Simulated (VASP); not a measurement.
# P in VASP: single point with PBEsol

Aim: the single point of P with PBEsol.

All numbers are computed with VASP 6.6.1; they aren't measurements. Logs are shortened: lines on timing, memory, paths and dates and some standing lists are left out, and cuts for length are marked.

### 1 The cell of the first run

The cell holds a slab with vacuum, 4 atoms: a = 3.283 Å, b = 34.900 Å, c = 4.449 Å, α = 88.57°, β = 90.02°, γ = 90.09°.

### 2 Single point, PBEsol

INCAR

```
SYSTEM = P
PREC = Accurate ; ENCUT = 520
EDIFF = 1E-6 ; ISMEAR = 0
SIGMA = 0.05 ; LREAL = .FALSE.
LASPH = .TRUE. ; NELM = 100
ALGO = Normal ; ISIF = 2
LWAVE = .FALSE. ; LCHARG = .FALSE.
GGA = PS ; NBANDS = 18
```

KPOINTS

```
Automatic mesh
0
G
  8 1 6
  0 0 0
```

POSCAR

```
P
1.0
    3.2829696078     -0.0025405912     -0.0005409190
   -0.0260611804     34.8973336881      0.4377423890
   -0.0007381358      0.0555471828      4.4481705493
P
4
Direct
   -0.0005567075      0.9697898713      0.5889296386
    0.0005552192      0.0303505486      0.4110426420
    0.5003738116      0.0302100253      0.0771172181
    0.4996276767      0.9696495548      0.9229105013
```

Potentials or basis: VASP PAW PBE potentials, release 64 (P).

Launch:

```console
cat potpaw_PBE.64/P/POTCAR > POTCAR
mpirun -np 1 vasp_std > vasp.out
```

OUTCAR:

```text
SYSTEM = P
   PREC = Accurate
   ENCUT = 520
   EDIFF = 1E-6
   ISMEAR = 0
   LREAL = .FALSE.
   LASPH = .TRUE.
   NELM = 100
   ISIF = 2
   GGA = PS

 ion  position               nearest neighbor table
   1  0.999  0.970  0.589-   4 2.21   4 2.21   2 2.24
   2  0.001  0.030  0.411-   3 2.21   3 2.21   1 2.24
   3  0.500  0.030  0.077-   2 2.21   2 2.21   4 2.24
   4  0.500  0.970  0.923-   1 2.21   1 2.21   3 2.24

  LATTYP: Found a triclinic cell.
 ALAT       =    34.9000887696
 B/A-ratio  =     0.1274643584
 C/A-ratio  =     0.0940676873
 COS(alpha) =     0.0003403438
 COS(beta)  =     0.0015226117
 COS(gamma) =     0.0250275632

  Lattice vectors:

 A1 = (   0.0260611804, -34.8973336881,  -0.4377423890)
 A2 = (   0.0007381358,  -0.0555471828,  -4.4481705493)
 A3 = (   3.2829696078,  -0.0025405912,  -0.0005409190)

Analysis of symmetry for initial positions (statically):
=====================================================================
 Subroutine PRICEL returns:
 Original cell was already a primitive cell.

 Routine SETGRP: Setting up the symmetry group for a
 triclinic supercell.

 Subroutine GETGRP returns: Found  1 space group operations
 (whereof  1 operations were pure point group operations)
 out of a pool of  2 trial point group operations.

The static configuration has the point symmetry C_1 .

Analysis of symmetry for dynamics (positions and initial velocities):
=====================================================================
 Subroutine PRICEL returns:
 Original cell was already a primitive cell.

 Routine SETGRP: Setting up the symmetry group for a
 triclinic supercell.

 Subroutine GETGRP returns: Found  1 space group operations
 (whereof  1 operations were pure point group operations)
 out of a pool of  2 trial point group operations.

The dynamic configuration has the point symmetry C_1 .

 Subroutine INISYM returns: Found  1 space group operations
 (whereof  1 operations are pure point group operations),
 and found     1 'primitive' translations

----------------------------------------------------------------------------------------

                                     Primitive cell

  volume of cell :     509.5329

  direct lattice vectors                    reciprocal lattice vectors
     3.282969608 -0.002540591 -0.000540919     0.304602455  0.000226877  0.000047713
    -0.026061180 34.897333688  0.437742389     0.000022120  0.028659990 -0.000357892
    -0.000738136  0.055547183  4.448170549     0.000034864 -0.002820389  0.224846750

  length of vectors
     3.282970635 34.900088770  4.448517424     0.304602543  0.028662233  0.224864441

  position of ions in fractional coordinates (direct lattice)
     0.999443292  0.969789871  0.588929639
     0.000555219  0.030350549  0.411042642
     0.500373812  0.030210025  0.077117218
     0.499627677  0.969649555  0.922910501

  ion indices of the primitive-cell ions
   primitive index   ion index
                 1           1
                 2           2
                 3           3
                 4           4

----------------------------------------------------------------------------------------

 KPOINTS: Automatic mesh

Automatic generation of k-mesh.
 Grid dimensions read from file:
 generate k-points for:    8    1    6

 Generating k-lattice:

  Cartesian coordinates                     Fractional coordinates (reciprocal lattice)
     0.038075307  0.000028360  0.000005964     0.125000000 -0.000000000  0.000000000
     0.000022120  0.028659990 -0.000357892     0.000000000  1.000000000  0.000000000
     0.000005811 -0.000470065  0.037474458     0.000000000  0.000000000  0.166666667

  Length of vectors
     0.038075318  0.028662233  0.037477407

  Shift w.r.t. Gamma in fractional coordinates (k-lattice)
     0.000000000  0.000000000  0.000000000

 Subroutine IBZKPT returns following result:
 ===========================================

 Found     26 irreducible k-points:

 Following reciprocal coordinates:
            Coordinates               Weight
  0.000000  0.000000  0.000000      1.000000
  0.125000 -0.000000 -0.000000      2.000000
  0.250000 -0.000000 -0.000000      2.000000
  0.375000  0.000000 -0.000000      2.000000
  0.500000 -0.000000 -0.000000      1.000000
 -0.000000  0.000000  0.166667      2.000000
[... 16 lines left out ...]
  0.125000  0.000000  0.500000      2.000000
  0.250000  0.000000  0.500000      2.000000
 [... further k-points ...]
   k-points           NKPTS =     26   k-points in BZ     NKDIM =     26   number of bands    NBANDS=     18
   number of dos      NEDOS =    301   number of ions     NIONS =      4
   total plane-waves  NPLWV = 233280
   dimension x,y,z NGX =    24 NGY =  270 NGZ =   36
   dimension x,y,z NGXF=    48 NGYF=  540 NGZF=   72
   ions per type =               4
   NGX,Y,Z   is equivalent  to a cutoff of  12.15, 12.86, 13.45 a.u.
   NGXF,Y,Z  is equivalent  to a cutoff of  24.31, 25.72, 26.91 a.u.
 SYSTEM =  P
   PREC   = accura    normal or accurate (medium, high low for compatibility)
   ISTART =      0    job   : 0-new  1-cont  2-samecut
   ICHARG =      2    charge: 1-file 2-atom 10-const
   ISPIN  =      1    spin polarized calculation?
   LNONCOLLINEAR =      F non collinear calculations
   LSORBIT =      F    spin-orbit coupling
   LASPH  =      T    aspherical Exc in radial PAW
   ENCUT  =  520.0 eV  38.22 Ry    6.18 a.u.   6.10 64.89  8.27*2*pi/ulx,y,z
   NELM   =    100;   NELMIN=  2; NELMDL= -5     # of ELM steps
   EDIFF  = 0.1E-05   stopping-criterion for ELM
   LREAL  =      F    real-space projection
   EDIFFG = 0.1E-04   stopping-criterion for IOM
   NSW    =      0    number of steps for IOM
   IBRION =     -1    ionic relax: 0-MD 1-quasi-New 2-CG
   NFREE  =      0    steps in history (QN), initial steepest desc. (CG)
   ISIF   =      2    stress and relaxation
   ISYM   =      2    0-nonsym 1-usesym 2-fastsym
   POTIM  = 0.5000    time-step for ionic-motion
   TEBEG  =    0.0;   TEEND  =   0.0 temperature during run
   PSTRESS=    0.0 pullay stress
   NELECT =      20.0000    total number of electrons
   NUPDOWN=      -1.0000    fix difference up-down
   EMIN   =  10.00;   EMAX   =-10.00  energy-range for DOS
   EFERMI =   0.00;   METHOD = LEGACY
   ISMEAR =     0;   SIGMA  =   0.05  broadening in eV -4-tet -1-fermi 0-gaus
   EFERMI_NEDOS =   21; number of points for ismear=-14 and -15
   IALGO  =     38    algorithm
   IMIX   =      4    mixing-type and parameters
     AMIX     =   0.40;   BMIX     =  1.00
     AMIX_MAG =   1.60;   BMIX_MAG =  1.00
  volume/ion in A,a.u.               =     127.38       859.62
  Fermi-wavevector in a.u.,A,eV,Ry     =   0.556366  1.051380  4.211593  0.309543
  Thomas-Fermi vector in A             =   1.590502
   LORBIT       =      0    0 simple, 1 ext, 2 COOP (PROOUT), +10 PAW based schemes
   GGA     = PS    functional components
   LHFCALC =     F    Hartree Fock is set to
   AEXX    =    0.0000 exact exchange contribution
   IVDW    =     0    specifies the selected vdW correction
   LEPSILON=     F    determine dielectric tensor
   LRPA    =     F    only Hartree local field effects (RPA)
 non-spin polarized calculation
 Gauss-broadening in eV      SIGMA  =   0.05
  energy-cutoff  :      520.00
  volume of cell :      509.53
 maximum number of plane-waves:     13784
   NGX = 13   NGY =129   NGZ = 17

 number of electron      19.9999997 magnetization

 Free energy of the ion-electron system (eV)
  ---------------------------------------------------
  ext. energy  EPLUGINS =         0.00000000
  ---------------------------------------------------
  free energy    TOTEN  =       -22.84055119 eV

  energy without entropy =      -22.84055119  energy(sigma->0) =      -22.84055119

 E-fermi :  -3.0834     XC(G=0):  -1.8054

 val. band max:       -3.3086582158   @ k =   0.0000   0.0000   0.0000
 cond. band min:      -2.5799136176   @ k =   0.0000   0.0000   0.0000
 fundamental gap:      0.7287445982
 Fermi energy:        -3.0833807208

 k-point     1 :       0.0000    0.0000    0.0000
  band No.  band energies     occupation
      1     -18.5231      2.00000
      2     -15.8797      2.00000
      3     -12.3695      2.00000
      4      -9.1545      2.00000
      5      -8.0958      2.00000
      6      -7.8360      2.00000
[... 10 lines left out ...]
     17       1.6598      0.00000
     18       1.8113      0.00000

 k-point     2 :       0.1250   -0.0000   -0.0000
  band No.  band energies     occupation
      1     -18.3341      2.00000
      2     -15.6833      2.00000
      3     -12.4769      2.00000
      4      -9.0066      2.00000
      5      -8.0609      2.00000
      6      -7.9259      2.00000
[... 10 lines left out ...]
     17       1.8778      0.00000
     18       1.9320      0.00000

 k-point     3 :       0.2500   -0.0000   -0.0000
  band No.  band energies     occupation
      1     -17.7726      2.00000
      2     -15.0967      2.00000
      3     -13.0495      2.00000
      4      -9.3489      2.00000
      5      -8.6538      2.00000
      6      -8.6009      2.00000
[... 10 lines left out ...]
     17       2.0578      0.00000
     18       2.4409      0.00000

 k-point     4 :       0.3750    0.0000   -0.0000
  band No.  band energies     occupation
      1     -16.8591      2.00000
      2     -14.2572      2.00000
      3     -14.1291      2.00000
      4     -11.1561      2.00000
      5      -8.6617      2.00000
      6      -8.1367      2.00000
[... 10 lines left out ...]
     17       3.0107      0.00000
     18       3.0328      0.00000

 k-point     5 :       0.5000   -0.0000   -0.0000
  band No.  band energies     occupation
      1     -15.6437      2.00000
      2     -15.6432      2.00000
      3     -12.8003      2.00000
      4     -12.8002      2.00000
      5      -8.1840      2.00000
      6      -8.1837      2.00000
[... 10 lines left out ...]
     17       3.4454      0.00000
     18       3.4457      0.00000

 k-point     6 :      -0.0000    0.0000    0.1667
  band No.  band energies     occupation
      1     -18.3732      2.00000
      2     -16.0460      2.00000
      3     -12.5289      2.00000
      4      -9.7941      2.00000
      5      -7.6949      2.00000
      6      -7.4201      2.00000
[... 10 lines left out ...]
     17       1.8688      0.00000
     18       2.1068      0.00000

 k-point     7 :       0.1250    0.0000    0.1667
  band No.  band energies     occupation
      1     -18.1851      2.00000
      2     -15.8563      2.00000
      3     -12.5627      2.00000
      4      -9.7055      2.00000
      5      -8.0289      2.00000
      6      -7.7350      2.00000
[... 10 lines left out ...]
     17       1.6377      0.00000
     18       2.0866      0.00000

 k-point     8 :       0.2500    0.0000    0.1667
  band No.  band energies     occupation
      1     -17.6275      2.00000
      2     -15.3030      2.00000
      3     -12.9250      2.00000
      4      -9.8780      2.00000
      5      -9.0645      2.00000
      6      -8.3508      2.00000
[... 10 lines left out ...]
     17       2.3190      0.00000
     18       2.5659      0.00000
[... 229 lines left out ...]
     17       3.3652      0.00000
     18       3.4741      0.00000

 k-point    20 :      -0.2500    0.0000    0.3333
  band No.  band energies     occupation
      1     -17.2100      2.00000
      2     -15.8666      2.00000
      3     -12.5013      2.00000
      4     -10.8293      2.00000
      5      -9.1999      2.00000
      6      -8.3792      2.00000
[... 10 lines left out ...]
     17       2.8581      0.00000
     18       3.0355      0.00000

 k-point    21 :      -0.1250   -0.0000    0.3333
  band No.  band energies     occupation
      1     -17.7556      2.00000
      2     -16.3875      2.00000
      3     -12.4393      2.00000
      4     -10.8474      2.00000
      5      -7.7447      2.00000
      6      -7.1655      2.00000
[... 10 lines left out ...]
     17       2.2513      0.00000
     18       2.3750      0.00000

 k-point    22 :      -0.0000    0.0000    0.5000
  band No.  band energies     occupation
      1     -17.2884      2.00000
      2     -17.2877      2.00000
      3     -11.9264      2.00000
      4     -11.9261      2.00000
      5      -6.4341      2.00000
      6      -6.4334      2.00000
[... 10 lines left out ...]
     17       2.8730      0.00000
     18       2.8735      0.00000

 k-point    23 :       0.1250    0.0000    0.5000
  band No.  band energies     occupation
      1     -17.1072      2.00000
      2     -17.1064      2.00000
      3     -11.8340      2.00000
      4     -11.8338      2.00000
      5      -7.2208      2.00000
      6      -7.2191      2.00000
[... 10 lines left out ...]
     17       3.1236      0.00000
     18       3.1243      0.00000

 k-point    24 :       0.2500    0.0000    0.5000
  band No.  band energies     occupation
      1     -16.5790      2.00000
      2     -16.5778      2.00000
      3     -11.7730      2.00000
      4     -11.7720      2.00000
      5      -8.8645      2.00000
      6      -8.8644      2.00000
[... 10 lines left out ...]
     17       3.0892      0.00000
     18       3.0899      0.00000

 [... further k-points ...]

------------------------ aborting loop because EDIFF is reached ----------------------------------------

  FORCE on cell =-STRESS in cart. coord.  units (eV):
  Direction    XX          YY          ZZ          XY          YZ          ZX
  --------------------------------------------------------------------------------------
  -------------------------------------------------------------------------------------
  Total       -0.0199736     -0.0959764     -0.1018092      0.0012867     -0.0028018      0.0040110
  in kB       -0.0628052     -0.3017885     -0.3201292      0.0040459     -0.0088101      0.0126122
  external PRESSURE =      -0.2282410 kB  Pullay stress =       0.0000000 kB

 VOLUME and BASIS-vectors are now :
 -----------------------------------------------------------------------------
  energy-cutoff  :      520.00
  volume of cell :      509.53
      direct lattice vectors                 reciprocal lattice vectors
     3.282969608 -0.002540591 -0.000540919     0.304602455  0.000226877  0.000047713
    -0.026061180 34.897333688  0.437742389     0.000022120  0.028659990 -0.000357892
    -0.000738136  0.055547183  4.448170549     0.000034864 -0.002820389  0.224846750

 POSITION                                       TOTAL-FORCE (eV/Angst)
 -----------------------------------------------------------------------------------
      3.25543     33.87325      3.04364         0.001672      0.015918      0.009563
      0.00073      1.08198      1.84167        -0.001424     -0.023008     -0.009436
      1.64187      1.05726      0.35598         0.002009     -0.015557      0.008619
      1.61431     33.88818      4.52945        -0.002257      0.022647     -0.008746
 -----------------------------------------------------------------------------------
    total drift:                               -0.000000      0.000004     -0.000003

  FREE ENERGIE OF THE ION-ELECTRON SYSTEM (eV)
  ---------------------------------------------------
  free  energy   TOTEN  =       -22.8405511893 eV

  energy  without entropy=      -22.8405511893  energy(sigma->0) =      -22.84055119
```

Run time: 5.2 min. Hardware: 1 thread of Intel Xeon Platinum 8259CL at 2.50GHz (Skylake/Cascade Lake), shared host; peak memory 0.58 GiB.

What came out:

```
Free energy            : -22.8406 eV
Largest force          : 0.025 eV/Å
Band gap on the k mesh : 0.73 eV
```

Forces in eV/Å, atoms in the order of the input:
```
P    0.002  0.016  0.010
P   -0.001 -0.023 -0.009
P    0.002 -0.016  0.009
P   -0.002  0.023 -0.009
```

Levels at points of the mesh, in eV from the valence-band top:
```csv
k point,band 6,band 7,band 8,band 9,band 10,band 11,band 12,band 13,band 14,band 15
"(0.00, 0.00, 0.00)",-4.53,-3.44,-1.90,-1.72,0.00,0.73,1.53,2.74,3.47,4.41
"(0.50, 0.00, 0.00)",-4.88,-2.76,-2.76,-2.06,-2.06,1.22,1.22,1.91,1.91,3.57
"(0.00, 0.00, 0.50)",-3.12,-2.54,-2.54,-1.07,-1.07,2.11,2.11,3.52,3.52,3.62
"(0.50, 0.00, 0.50)",-5.06,-4.90,-4.90,-1.29,-1.29,2.38,2.39,4.20,4.20,5.58
```

Caveat: there is no dipole correction, which matters where the two faces differ; semilocal functionals underestimate gaps, and a narrow one can read as zero; the PAW data sets were made with another functional, which shifts forces and pressure a little.
